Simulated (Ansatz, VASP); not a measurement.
**AgCl in VASP and in Ansatz**

```
CELL_PARAMETERS angstrom
0.00000 2.77266 2.77266
2.77266 0.00000 2.77266
2.77266 2.77266 0.00000
ATOMIC_POSITIONS crystal
Ag 0.00000 0.00000 0.00000
Cl 0.50000 0.50000 0.50000
```

Alike in both runs: task single point; functional PBE; k mesh 4 × 4 × 4; no spin polarisation.

```csv
,VASP,Ansatz
version,VASP 6.6.1,Ansatz 0.2.0
potentials or method,"VASP PAW PBE potentials, release 64 (Ag, Cl), cutoff 500 eV","scalar-relativistic, plane waves, PAW"
occupations,"fermi-dirac, width 0.0680285 eV",fermi-dirac
valence electrons in the cell,18,26
```

Ansatz gave:

- gap on the k mesh at the Fermi level (eV): 0.91
- least direct gap on the mesh (eV): 3.22
- pressure (GPa): 1.8

Problem. What did VASP give for the same quantities?

Solution. gap on the k mesh at the Fermi level (eV): 0.90; least direct gap on the mesh (eV): 3.23; pressure (GPa): 1.7.

VASP's potentials hold 18 valence electrons a cell and Ansatz's 26, so a difference there can come from the potentials and not from the codes.

The k mesh is coarse, so the values compare programs but aren't converged.
